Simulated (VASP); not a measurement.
# GaAs (I-4m2) in VASP: notebook

The runs below take GaAs through single point, with r2SCAN.

Program: VASP 6.6.1. These are calculated values, not measurements. Logs are shortened: lines on timing, memory, paths and dates and some standing lists are left out, and cuts for length are marked.

## (1) The cell of the first run

Symmetry: I-4m2, No. 119, tetragonal system. The conventional cell has a = 3.967 Å, b = 3.967 Å, c = 5.701 Å, α = 90.00°, β = 90.00°, γ = 90.00°. Ga (site symmetry -4m2) has 4 As at 2.44 Å within 3.2 Å. Within 3.2 Å of As (site symmetry -4m2) lie 4 Ga at 2.44 Å.

## (2) Single point, r2SCAN (in-plane strain -0.01)

File POSCAR:

```
GaAs
1.0
    2.8050957933      2.8050957933      0.0000000000
   -2.8050957933      2.8050957933      0.0000000000
    0.0000000000      2.8050957933      2.8504306748
Ga As
1 1
Direct
    0.0000000000      0.0000000000      0.0000000000
    0.7500000000      0.2500000000      0.5000000000
```

File INCAR.step1:

```
SYSTEM = GaAs
PREC = Accurate
ENCUT = 520
ISMEAR = 0
SIGMA = 0.01
LREAL = .FALSE.
LASPH = .TRUE.
NELM = 80
NBANDS = 16
GGA = PE
ALGO = Normal
EDIFF = 1E-4
LWAVE = .TRUE.
LCHARG = .FALSE.
```

File INCAR.step2:

```
SYSTEM = GaAs
PREC = Accurate
ENCUT = 520
EDIFF = 1E-7
ISMEAR = 0
SIGMA = 0.01
LREAL = .FALSE.
LASPH = .TRUE.
NELM = 80
ALGO = Normal
ISIF = 2
LWAVE = .FALSE.
LCHARG = .FALSE.
METAGGA = R2SCAN
LMIXTAU = .TRUE.
NBANDS = 16
ISTART = 1
```

File KPOINTS:

```
regular mesh
0
G
  8 8 8
  0 0 0
```

Potentials or basis: VASP PAW PBE potentials, release 64 (Ga_d, As).

Launch:

```
> cat potpaw_PBE.64/Ga_d/POTCAR potpaw_PBE.64/As/POTCAR > POTCAR
> cp INCAR.step1 INCAR
> mpirun -np 1 vasp_std > vasp.out
> cp INCAR.step2 INCAR
> mpirun -np 1 vasp_std > vasp.out
```

OUTCAR:

```text
SYSTEM = GaAs
   PREC = Accurate
   ENCUT = 520
   EDIFF = 1E-7
   ISMEAR = 0
   LREAL = .FALSE.
   LASPH = .TRUE.
   NELM = 80
   ISIF = 2
   METAGGA = R2SCAN
   ISTART = 1

 ion  position               nearest neighbor table
   1  0.000  0.000  0.000-   2 2.44   2 2.44   2 2.44   2 2.44
   2  0.750  0.250  0.500-   1 2.44   1 2.44   1 2.44   1 2.44

  LATTYP: Found a body centered tetragonal cell.
 ALAT       =     3.9670045146
 C/A-ratio  =     1.4370695391

  Lattice vectors:

 A1 = (   2.8050957933,   0.0000000000,  -2.8504306748)
 A2 = (  -2.8050957933,   0.0000000000,  -2.8504306748)
 A3 = (   0.0000000000,   2.8050957933,   2.8504306748)

Analysis of symmetry for initial positions (statically):
=====================================================================
 Subroutine PRICEL returns:
 Original cell was already a primitive cell.

 Routine SETGRP: Setting up the symmetry group for a
 body centered tetragonal supercell.

 Subroutine GETGRP returns: Found  8 space group operations
 (whereof  8 operations were pure point group operations)
 out of a pool of 16 trial point group operations.

The static configuration has the point symmetry D_2d.

Analysis of symmetry for dynamics (positions and initial velocities):
=====================================================================
 Subroutine PRICEL returns:
 Original cell was already a primitive cell.

 Routine SETGRP: Setting up the symmetry group for a
 body centered tetragonal supercell.

 Subroutine GETGRP returns: Found  8 space group operations
 (whereof  8 operations were pure point group operations)
 out of a pool of 16 trial point group operations.

The dynamic configuration has the point symmetry D_2d.

 Subroutine INISYM returns: Found  8 space group operations
 (whereof  8 operations are pure point group operations),
 and found     1 'primitive' translations

----------------------------------------------------------------------------------------

                                     Primitive cell

  volume of cell :      44.8576

  direct lattice vectors                    reciprocal lattice vectors
     2.805095793  2.805095793  0.000000000     0.178247032  0.178247032 -0.175412089
    -2.805095793  2.805095793  0.000000000    -0.178247032  0.178247032 -0.175412089
     0.000000000  2.805095793  2.850430675     0.000000000  0.000000000  0.350824179

  length of vectors
     3.967004515  3.967004515  3.999189598     0.307104884  0.307104884  0.350824179

[... 81 lines left out ...]
   LREAL  =      F    real-space projection
   EDIFFG = 0.1E-05   stopping-criterion for IOM
   NSW    =      0    number of steps for IOM
   IBRION =     -1    ionic relax: 0-MD 1-quasi-New 2-CG
   NFREE  =      0    steps in history (QN), initial steepest desc. (CG)
   ISIF   =      2    stress and relaxation
   ISYM   =      2    0-nonsym 1-usesym 2-fastsym
   POTIM  = 0.5000    time-step for ionic-motion
   TEBEG  =    0.0;   TEEND  =   0.0 temperature during run
   PSTRESS=    0.0 pullay stress
   NELECT =      18.0000    total number of electrons
   NUPDOWN=      -1.0000    fix difference up-down
   EMIN   =  10.00;   EMAX   =-10.00  energy-range for DOS
   EFERMI =   0.00;   METHOD = LEGACY
   ISMEAR =     0;   SIGMA  =   0.01  broadening in eV -4-tet -1-fermi 0-gaus
   EFERMI_NEDOS =   21; number of points for ismear=-14 and -15
   IALGO  =     38    algorithm
   IMIX   =      4    mixing-type and parameters
     AMIX     =   0.40;   BMIX     =  1.00
     AMIX_MAG =   1.60;   BMIX_MAG =  1.00
  volume/ion in A,a.u.               =      22.43       151.36
  Fermi-wavevector in a.u.,A,eV,Ry     =   1.207500  2.281844 19.838051  1.458056
  Thomas-Fermi vector in A             =   2.343136
   LORBIT       =      0    0 simple, 1 ext, 2 COOP (PROOUT), +10 PAW based schemes
   METAGGA = R2SCAN    functional components
   LHFCALC =     F    Hartree Fock is set to
   AEXX    =    0.0000 exact exchange contribution
   IVDW    =     0    specifies the selected vdW correction
   LEPSILON=     F    determine dielectric tensor
   LRPA    =     F    only Hartree local field effects (RPA)
 non-spin polarized calculation
 Gauss-broadening in eV      SIGMA  =   0.01
  energy-cutoff  :      520.00
  volume of cell :       44.86
 maximum number of plane-waves:      1243
 NGX is ok and might be reduce to    30
   NGX = 15   NGY = 15   NGZ = 15

 number of electron      18.0000001 magnetization

 Free energy of the ion-electron system (eV)
  ---------------------------------------------------
  ext. energy  EPLUGINS =         0.00000000
  ---------------------------------------------------
  free energy    TOTEN  =       -27.04921934 eV

  energy without entropy =      -27.04921934  energy(sigma->0) =      -27.04921934

 E-fermi :   3.9148     XC(G=0): -10.2900

 val. band max:        3.7803288293   @ k =   0.0000   0.0000   0.0000
 cond. band min:       4.7992523400   @ k =   0.0000   0.0000   0.0000
 fundamental gap:      1.0189235107
 Fermi energy:         3.9148044453

 k-point     1 :       0.0000    0.0000    0.0000
  band No.  band energies     occupation
      1     -11.5039      2.00000
      2     -11.4999      2.00000
      3     -11.4999      2.00000
      4     -11.4112      2.00000
      5     -11.4085      2.00000
      6      -9.5159      2.00000
[... 433 lines left out ...]
      3     -11.4826      2.00000
      4     -11.4140      2.00000
      5     -11.4056      2.00000
      6      -8.3869      2.00000
[... 8 lines left out ...]
     15      14.1599      0.00000
     16      15.5485      0.00000

 [... further k-points ...]

------------------------ aborting loop because EDIFF is reached ----------------------------------------

  FORCE on cell =-STRESS in cart. coord.  units (eV):
  Direction    XX          YY          ZZ          XY          YZ          ZX
  --------------------------------------------------------------------------------------
  -------------------------------------------------------------------------------------
  Total        0.4305942      0.4305942      0.1184428      0.0000000      0.0000000      0.0000000
  in kB       15.3795238     15.3795238      4.2304184      0.0000000      0.0000000      0.0000000
  external PRESSURE =      11.6631554 kB  Pullay stress =       0.0000000 kB

 VOLUME and BASIS-vectors are now :
 -----------------------------------------------------------------------------
  energy-cutoff  :      520.00
  volume of cell :       44.86
      direct lattice vectors                 reciprocal lattice vectors
     2.805095793  2.805095793  0.000000000     0.178247032  0.178247032 -0.175412089
    -2.805095793  2.805095793  0.000000000    -0.178247032  0.178247032 -0.175412089
     0.000000000  2.805095793  2.850430675     0.000000000  0.000000000  0.350824179

 POSITION                                       TOTAL-FORCE (eV/Angst)
 -----------------------------------------------------------------------------------
      0.00000      0.00000      0.00000        -0.000000      0.000000      0.000000
      1.40255      4.20764      1.42522         0.000000     -0.000000      0.000000
 -----------------------------------------------------------------------------------
    total drift:                               -0.000035     -0.000000     -0.000000

  FREE ENERGIE OF THE ION-ELECTRON SYSTEM (eV)
  ---------------------------------------------------
  free  energy   TOTEN  =       -27.0492193361 eV

  energy  without entropy=      -27.0492193361  energy(sigma->0) =      -27.04921934
```

OUTCAR.step1:

```text
SYSTEM = GaAs
   PREC = Accurate
   ENCUT = 520
   ISMEAR = 0
   LREAL = .FALSE.
   LASPH = .TRUE.
[... 679 lines left out ...]
      0.00000      0.00000      0.00000         0.000000     -0.000000      0.000000
      1.40255      4.20764      1.42522         0.000000      0.000000      0.000000
 -----------------------------------------------------------------------------------
    total drift:                               -0.000001     -0.000000     -0.000000

  FREE ENERGIE OF THE ION-ELECTRON SYSTEM (eV)
  ---------------------------------------------------
  free  energy   TOTEN  =        -8.2381062842 eV

  energy  without entropy=       -8.2381062842  energy(sigma->0) =       -8.23810628
```

Wall time 89 s (1 thread of Intel Xeon 6975P-C (Granite Rapids), shared host); peak memory 0.19 GiB.

What came out:

| Item | Value |
| --- | --- |
| Free energy | -27.0492 eV |
| Pressure | 1.2 GPa |
| Band gap on the k mesh | 1.02 eV, direct |

Stress tensor (GPa, compression positive):
```
1.54 0.00 0.00
0.00 1.54 0.00
0.00 0.00 0.42
```

Levels at points of the mesh, in eV from the valence-band top:
| k point | band 7 | band 8 | band 9 | band 10 | band 11 | band 12 |
| --- | --- | --- | --- | --- | --- | --- |
| (0.00, 0.00, 0.00) | -0.10 | 0.00 | 0.00 | 1.02 | 3.99 | 3.99 |
| (0.50, 0.00, 0.00) | -6.89 | -1.30 | -1.16 | 1.35 | 4.91 | 5.01 |
| (0.50, 0.50, 0.00) | -7.03 | -2.88 | -2.87 | 1.68 | 1.86 | 10.83 |
| (0.00, 0.00, 0.50) | -7.13 | -2.76 | -2.76 | 1.78 | 2.02 | 10.89 |

Caveat: the cell differs from its parent crystal (in-plane strain -0.01); the PAW data sets were made with another functional, which shifts forces and pressure a little.

## (3) Single point, r2SCAN (in-plane strain -0.01, then relaxed in part)

Edit POSCAR of step 2 so:

```diff
@@ -4,3 +4,3 @@
    -2.8050957933      2.8050957933      0.0000000000
-    0.0000000000      2.8050957933      2.8504306748
+    0.0000000000      2.8050957933      2.8565983123
 Ga As
```

File INCAR.step1:

```
ALGO = Normal
EDIFF = 1E-4
ENCUT = 520
GGA = PE
ISMEAR = 0
LASPH = T
LCHARG = F
LREAL = F
LWAVE = T
NBANDS = 16
NELM = 100
PREC = Accurate
SIGMA = 0.01
```

File INCAR.step2:

```
ALGO = Normal
EDIFF = 1E-6
ENCUT = 520
ISIF = 2
ISMEAR = 0
ISTART = 1
LASPH = T
LCHARG = T
LELF = T
LMIXTAU = T
LREAL = F
LVHAR = T
LWAVE = F
METAGGA = R2SCAN
NBANDS = 16
NELM = 100
PREC = Accurate
SIGMA = 0.01
```

File KPOINTS:

```
k-points
0
Gamma
  8 8 8
```

Potentials or basis: VASP PAW PBE potentials, release 64 (Ga_d, As).

Launch:

```
> cat potpaw_PBE.64/Ga_d/POTCAR potpaw_PBE.64/As/POTCAR > POTCAR
> cp INCAR.step1 INCAR
> mpirun -np 1 vasp_std > vasp.out
> cp INCAR.step2 INCAR
> mpirun -np 1 vasp_std > vasp.out
```

OUTCAR:

```text
EDIFF = 1E-6
   ENCUT = 520
   ISIF = 2
   ISMEAR = 0
   ISTART = 1
   LASPH = T
   LREAL = F
   METAGGA = R2SCAN
   NELM = 100
   PREC = Accurate

 ion  position               nearest neighbor table
   1  0.000  0.000  0.000-   2 2.44   2 2.44   2 2.44   2 2.44
   2  0.750  0.250  0.500-   1 2.44   1 2.44   1 2.44   1 2.44

  LATTYP: Found a body centered tetragonal cell.
 ALAT       =     3.9670045146
 C/A-ratio  =     1.4401790075

  Lattice vectors:

 A1 = (   2.8050957933,   0.0000000000,  -2.8565983123)
 A2 = (  -2.8050957933,   0.0000000000,  -2.8565983123)
 A3 = (   0.0000000000,   2.8050957933,   2.8565983123)

Analysis of symmetry for initial positions (statically):
=====================================================================
 Subroutine PRICEL returns:
 Original cell was already a primitive cell.

 Routine SETGRP: Setting up the symmetry group for a
 body centered tetragonal supercell.

 Subroutine GETGRP returns: Found  8 space group operations
 (whereof  8 operations were pure point group operations)
 out of a pool of 16 trial point group operations.

The static configuration has the point symmetry D_2d.

Analysis of symmetry for dynamics (positions and initial velocities):
=====================================================================
 Subroutine PRICEL returns:
 Original cell was already a primitive cell.

 Routine SETGRP: Setting up the symmetry group for a
 body centered tetragonal supercell.

 Subroutine GETGRP returns: Found  8 space group operations
 (whereof  8 operations were pure point group operations)
 out of a pool of 16 trial point group operations.

The dynamic configuration has the point symmetry D_2d.

 Subroutine INISYM returns: Found  8 space group operations
 (whereof  8 operations are pure point group operations),
 and found     1 'primitive' translations

----------------------------------------------------------------------------------------

[... 111 lines left out ...]
     AMIX     =   0.40;   BMIX     =  1.00
     AMIX_MAG =   1.60;   BMIX_MAG =  1.00
  volume/ion in A,a.u.               =      22.48       151.68
  Fermi-wavevector in a.u.,A,eV,Ry     =   1.206630  2.280200 19.809486  1.455956
  Thomas-Fermi vector in A             =   2.342292
   LORBIT       =      0    0 simple, 1 ext, 2 COOP (PROOUT), +10 PAW based schemes
   METAGGA = R2SCAN    functional components
   LHFCALC =     F    Hartree Fock is set to
   AEXX    =    0.0000 exact exchange contribution
   IVDW    =     0    specifies the selected vdW correction
   LEPSILON=     F    determine dielectric tensor
   LRPA    =     F    only Hartree local field effects (RPA)
 non-spin polarized calculation
 Gauss-broadening in eV      SIGMA  =   0.01
  energy-cutoff  :      520.00
  volume of cell :       44.95
 maximum number of plane-waves:      1243
 NGX is ok and might be reduce to    30
   NGX = 15   NGY = 15   NGZ = 15

 number of electron      18.0000000 magnetization

 Free energy of the ion-electron system (eV)
  ---------------------------------------------------
  ext. energy  EPLUGINS =         0.00000000
  ---------------------------------------------------
  free energy    TOTEN  =       -27.04937822 eV

  energy without entropy =      -27.04937822  energy(sigma->0) =      -27.04937822

 E-fermi :   3.8868     XC(G=0): -10.2795

 val. band max:        3.7641434478   @ k =   0.0000   0.0000   0.0000
 cond. band min:       4.7607793386   @ k =   0.0000   0.0000   0.0000
 fundamental gap:      0.9966358908
 Fermi energy:         3.8868425406

 k-point     1 :       0.0000    0.0000    0.0000
  band No.  band energies     occupation
      1     -11.5211      2.00000
      2     -11.5165      2.00000
      3     -11.5165      2.00000
      4     -11.4288      2.00000
      5     -11.4258      2.00000
      6      -9.5200      2.00000
[... 433 lines left out ...]
      3     -11.4994      2.00000
      4     -11.4317      2.00000
      5     -11.4228      2.00000
      6      -8.3940      2.00000
[... 8 lines left out ...]
     15      14.1262      0.00000
     16      15.5218      0.00000

 [... further k-points ...]

------------------------ aborting loop because EDIFF is reached ----------------------------------------

  FORCE on cell =-STRESS in cart. coord.  units (eV):
  Direction    XX          YY          ZZ          XY          YZ          ZX
  --------------------------------------------------------------------------------------
  -------------------------------------------------------------------------------------
  Total        0.4027176      0.4027176      0.0472961      0.0000000      0.0000000     -0.0000000
  in kB       14.3528005     14.3528005      1.6856250      0.0000000      0.0000000     -0.0000000
  external PRESSURE =      10.1304087 kB  Pullay stress =       0.0000000 kB

 VOLUME and BASIS-vectors are now :
 -----------------------------------------------------------------------------
  energy-cutoff  :      520.00
  volume of cell :       44.95
      direct lattice vectors                 reciprocal lattice vectors
     2.805095793  2.805095793  0.000000000     0.178247032  0.178247032 -0.175033360
    -2.805095793  2.805095793  0.000000000    -0.178247032  0.178247032 -0.175033360
     0.000000000  2.805095793  2.856598312     0.000000000  0.000000000  0.350066719

 POSITION                                       TOTAL-FORCE (eV/Angst)
 -----------------------------------------------------------------------------------
      0.00000      0.00000      0.00000        -0.000000     -0.000000      0.000000
      1.40255      4.20764      1.42830         0.000000      0.000000      0.000000
 -----------------------------------------------------------------------------------
    total drift:                               -0.000037     -0.000000     -0.000000

  FREE ENERGIE OF THE ION-ELECTRON SYSTEM (eV)
  ---------------------------------------------------
  free  energy   TOTEN  =       -27.0493782188 eV

  energy  without entropy=      -27.0493782188  energy(sigma->0) =      -27.04937822
```

OUTCAR.step1:

```text
EDIFF = 1E-4
   ENCUT = 520
   GGA = PE
   ISMEAR = 0
   LASPH = T
[... 678 lines left out ...]
 -----------------------------------------------------------------------------------
      0.00000      0.00000      0.00000        -0.000000     -0.000000      0.000000
      1.40255      4.20764      1.42830         0.000000      0.000000      0.000000
 -----------------------------------------------------------------------------------
    total drift:                               -0.000001      0.000000     -0.000000

  FREE ENERGIE OF THE ION-ELECTRON SYSTEM (eV)
  ---------------------------------------------------
  free  energy   TOTEN  =        -8.2400653888 eV

  energy  without entropy=       -8.2400653888  energy(sigma->0) =       -8.24006539
```

OSZICAR.step1:

```text
N       E                     dE             d eps       ncg     rms          rms(c)
DAV:   1     0.854936046328E+02    0.85494E+02   -0.89057E+03  1912   0.157E+03
DAV:   2    -0.157699755695E+01   -0.87071E+02   -0.82640E+02  2160   0.317E+02
DAV:   3    -0.829424813798E+01   -0.67173E+01   -0.66978E+01  2232   0.668E+01
DAV:   4    -0.840030171981E+01   -0.10605E+00   -0.10603E+00  2416   0.944E+00
DAV:   5    -0.840172053537E+01   -0.14188E-02   -0.14188E-02  2296   0.989E-01    0.292E+00
DAV:   6    -0.825897169815E+01    0.14275E+00   -0.21163E-01  2904   0.797E+00    0.176E+00
DAV:   7    -0.823878458138E+01    0.20187E-01   -0.64842E-02  2352   0.184E+00    0.562E-01
DAV:   8    -0.823960392720E+01   -0.81935E-03   -0.10331E-02  2256   0.115E+00    0.111E-01
DAV:   9    -0.824000061552E+01   -0.39669E-03   -0.94393E-04  2368   0.360E-01    0.501E-02
DAV:  10    -0.824006538880E+01   -0.64773E-04   -0.61151E-05  1896   0.898E-02
   1 F= -.82400654E+01 E0= -.82400654E+01  d E =-.923549E-59
```

Wall time 85 s (1 thread of Intel Xeon 6975P-C (Granite Rapids), shared host); peak memory 0.2 GiB.

Results:

* Free energy: -27.0494 eV
* Pressure: 1.0 GPa
* Band gap on the k mesh: 1.00 eV, direct

Stress tensor (GPa, compression positive):
```
1.44 0.00 0.00
0.00 1.44 0.00
0.00 0.00 0.17
```

Levels at points of the mesh, in eV from the valence-band top:
```csv
k point,band 5,band 6,band 7,band 8,band 9,band 10,band 11,band 12,band 13,band 14
"(0.00, 0.00, 0.00)",-15.19,-13.28,-0.11,0.00,0.00,1.00,3.99,3.99,4.04,8.23
"(0.50, 0.00, 0.00)",-15.18,-11.42,-6.88,-1.31,-1.15,1.33,4.90,5.02,8.27,11.13
"(0.50, 0.50, 0.00)",-15.18,-10.61,-7.02,-2.88,-2.87,1.67,1.85,10.80,10.90,11.80
"(0.00, 0.00, 0.50)",-15.18,-10.68,-7.13,-2.75,-2.75,1.79,2.03,10.86,10.86,11.67
```

Caveat: the cell differs from its parent crystal (in-plane strain -0.01, then relaxed in part); the PAW data sets were made with another functional, which shifts forces and pressure a little. A k mesh can miss the band edges.

[end of part 1 of 2]
